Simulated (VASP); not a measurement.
# SrLiSbS3 (P2_1/c) in VASP: notebook, part 2 of 2

VASP 6.6.1.

## 3. Electric field gradients, PBE

INCAR

```
PREC = Accurate
ENCUT = 520
EDIFF = 1E-8
ISMEAR = -1
SIGMA = 0.02
LREAL = Auto
LASPH = True
NELM = 80
ALGO = Normal
ISIF = 2
LWAVE = False
LCHARG = False
GGA = PE
LEFG = True
NBANDS = 90
KPAR = 4
```

KPOINTS

```
regular mesh
0
Gamma
  5 3 4
```

POSCAR

```
SrLiSbS3
1.0
    5.9300000000      0.0000000000      0.0000000000
    0.0000000000     12.3260000000      0.0000000000
   -0.0431033297      0.0000000000      7.9408830178
Li Sr Sb S
4 4 4 12
Direct
    0.2535000000      0.7363000000      0.3642000000
    0.7465000000      0.2363000000      0.1358000000
    0.7465000000      0.2637000000      0.6358000000
    0.2535000000      0.7637000000      0.8642000000
    0.7547700000      0.5769100000      0.1530400000
    0.2452300000      0.0769100000      0.3469600000
    0.2452300000      0.4230900000      0.8469600000
    0.7547700000      0.9230900000      0.6530400000
    0.7347100000      0.9088600000      0.1508800000
    0.2652900000      0.4088600000      0.3491200000
    0.2652900000      0.0911400000      0.8491200000
    0.7347100000      0.5911400000      0.6508800000
    0.3310000000      0.8799200000      0.1361600000
    0.6690000000      0.3799200000      0.3638400000
    0.6690000000      0.1200800000      0.8638400000
    0.3310000000      0.6200800000      0.6361600000
    0.8126000000      0.7713200000      0.3669500000
    0.1874000000      0.2713200000      0.1330500000
    0.1874000000      0.2286800000      0.6330500000
    0.8126000000      0.7286800000      0.8669500000
    0.7418000000      0.0666200000      0.3455100000
    0.2582000000      0.5666200000      0.1544900000
    0.2582000000      0.9333800000      0.6544900000
    0.7418000000      0.4333800000      0.8455100000
```

Potentials or basis: VASP PAW PBE potentials, release 64 (Li_sv, Sr_sv, Sb, S).

Launch:

```sh
$ cat potpaw_PBE.64/Li_sv/POTCAR potpaw_PBE.64/Sr_sv/POTCAR potpaw_PBE.64/Sb/POTCAR potpaw_PBE.64/S/POTCAR > POTCAR
$ mpirun -np 4 vasp_std > vasp.out
```

OUTCAR:

```text
PREC = Accurate
   ENCUT = 520
   EDIFF = 1E-8
   ISMEAR = -1
   LREAL = Auto
   LASPH = True
   NELM = 80
   ISIF = 2
   GGA = PE

 ion  position               nearest neighbor table
   1  0.254  0.736  0.364-  13 2.58  16 2.63  17 2.65  22 2.67
   2  0.746  0.236  0.136-  14 2.58  15 2.63  18 2.65  21 2.67
   3  0.746  0.264  0.636-  15 2.58  14 2.63  19 2.65  24 2.67
   4  0.254  0.764  0.864-  16 2.58  13 2.63  20 2.65  23 2.67
   5  0.755  0.577  0.153-  22 2.95  17 2.96  20 2.96  22 2.99  14 2.99  24 3.02  10 3.90  12 3.96
                            10 3.98  12 3.99   9 4.09   7 4.25   7 4.31
   6  0.245  0.077  0.347-  21 2.95  18 2.96  19 2.96  21 2.99  13 2.99  23 3.02   9 3.90  11 3.96
                             9 3.98  11 3.99  10 4.09   8 4.25   8 4.31
   7  0.245  0.423  0.847-  24 2.95  19 2.96  18 2.96  24 2.99  16 2.99  22 3.02  12 3.90  10 3.96
                            12 3.98  10 3.99  11 4.09   5 4.25   5 4.31
   8  0.755  0.923  0.653-  23 2.95  20 2.96  17 2.96  23 2.99  15 2.99  21 3.02  11 3.90   9 3.96
[... 2259 lines left out ...]
----------------------------------------------------------------------
 ion       V_xx      V_yy      V_zz     asymmetry (V_yy - V_xx)/ V_zz
----------------------------------------------------------------------
   1       0.575     0.178    -0.752       0.527
   2       0.575     0.178    -0.752       0.527
   3       0.575     0.178    -0.752       0.527
   4       0.575     0.178    -0.752       0.527
   5      22.132     8.288   -30.420       0.455
   6      22.132     8.288   -30.420       0.455
[... 16 lines left out ...]
  23     -61.130   -55.605   116.735       0.047
  24     -61.130   -55.605   116.735       0.047
----------------------------------------------------------------------

           NMR quadrupolar parameters

 Cq : quadrupolar parameter    Cq=e*Q*V_zz/h
 eta: asymmetry parameters     (V_yy - V_xx)/ V_zz
 Q  : nuclear electric quadrupole moment in mb (millibarn)
----------------------------------------------------------------------
 ion       Cq(MHz)       eta       Q (mb)
----------------------------------------------------------------------
   1      -0.002       0.527       1.000
   2      -0.002       0.527       1.000
   3      -0.002       0.527       1.000
   4      -0.002       0.527       1.000
   5      -0.074       0.455       1.000
   6      -0.074       0.455       1.000
[... 16 lines left out ...]
  23       0.282       0.047       1.000
  24       0.282       0.047       1.000
----------------------------------------------------------------------
```

OSZICAR:

```text
N       E                     dE             d eps       ncg     rms          rms(c)
DAV:   1     0.107084763495E+04    0.10708E+04   -0.60085E+04  3960   0.144E+03
DAV:   2     0.228607883876E+02   -0.10480E+04   -0.99922E+03  4768   0.319E+02
DAV:   3    -0.104462456590E+03   -0.12732E+03   -0.12623E+03  5104   0.101E+02
[... 11 lines left out ...]
DAV:  15    -0.108366299245E+03   -0.15808E-05   -0.68049E-06  5656   0.583E-03    0.773E-03
DAV:  16    -0.108366299409E+03   -0.16384E-06   -0.34398E-07  4848   0.157E-03    0.563E-03
DAV:  17    -0.108366299476E+03   -0.67090E-07   -0.46537E-07  4488   0.193E-03    0.201E-03
DAV:  18    -0.108366299531E+03   -0.55519E-07   -0.53048E-08  4368   0.629E-04    0.178E-03
DAV:  19    -0.108366299555E+03   -0.23729E-07   -0.60346E-09  2640   0.258E-04    0.532E-04
DAV:  20    -0.108366299551E+03    0.38835E-08   -0.53908E-09  2640   0.215E-04
   1 F= -.10836630E+03 E0= -.10836630E+03  d E =-.222191E-10
```

Run time: 5.8 min. Hardware: 4 MPI ranks of Intel Xeon Platinum 8488C (Sapphire Rapids), shared host; peak memory 1.1 GiB.

What came out:

```
Free energy                             : -108.3663 eV
Largest force                           : 0.492 eV/Å
Band gap on the k mesh                  : 1.91 eV
Largest electric field gradient by atom : Li -0.8; Sr -30.4; Sb -204.9; S +130.9, +128.6, +116.7 (each value once) V/Å²
```

Forces in eV/Å, atoms in the order of the input:
```
Li  -0.077 -0.064 -0.057
Li   0.077 -0.064  0.057
Li   0.077  0.064  0.057
Li  -0.077  0.064 -0.057
Sr   0.013 -0.001 -0.007
Sr  -0.013 -0.001  0.007
Sr  -0.013  0.001  0.007
Sr   0.013  0.001 -0.007
Sb   0.288  0.007 -0.398
Sb  -0.288  0.007  0.398
Sb  -0.288 -0.007  0.398
Sb   0.288 -0.007 -0.398
S   -0.401 -0.109 -0.054
S    0.401 -0.109  0.054
S    0.401  0.109  0.054
S   -0.401  0.109 -0.054
S    0.147 -0.267  0.245
S   -0.147 -0.267 -0.245
S   -0.147  0.267 -0.245
S    0.147  0.267  0.245
S    0.013  0.312  0.124
S   -0.013  0.312 -0.124
S   -0.013 -0.312 -0.124
S    0.013 -0.312  0.124
```

Electric field gradients, principal values (V/Å²):
```tsv
atom	least	middle	greatest (by size)
1 Li	0.178	0.575	-0.752
2 Li	0.178	0.575	-0.752
3 Li	0.178	0.575	-0.752
4 Li	0.178	0.575	-0.752
5 Sr	8.288	22.132	-30.420
6 Sr	8.288	22.132	-30.420
7 Sr	8.288	22.132	-30.420
8 Sr	8.288	22.132	-30.420
9 Sb	67.222	137.664	-204.886
10 Sb	67.222	137.664	-204.886
11 Sb	67.222	137.664	-204.886
12 Sb	67.222	137.664	-204.886
13 S	-61.904	-68.957	130.860
14 S	-61.904	-68.957	130.860
15 S	-61.904	-68.957	130.860
16 S	-61.904	-68.957	130.860
17 S	-58.753	-69.838	128.590
18 S	-58.753	-69.838	128.590
19 S	-58.753	-69.838	128.590
20 S	-58.753	-69.838	128.590
21 S	-55.605	-61.130	116.735
22 S	-55.605	-61.130	116.735
23 S	-55.605	-61.130	116.735
24 S	-55.605	-61.130	116.735
```

Caveat: without QUAD_EFG the Cq values of the log hold for a quadrupole moment of 1 mb, not for the nuclei; spin-orbit coupling is left out, which moves the levels of the heavy elements.
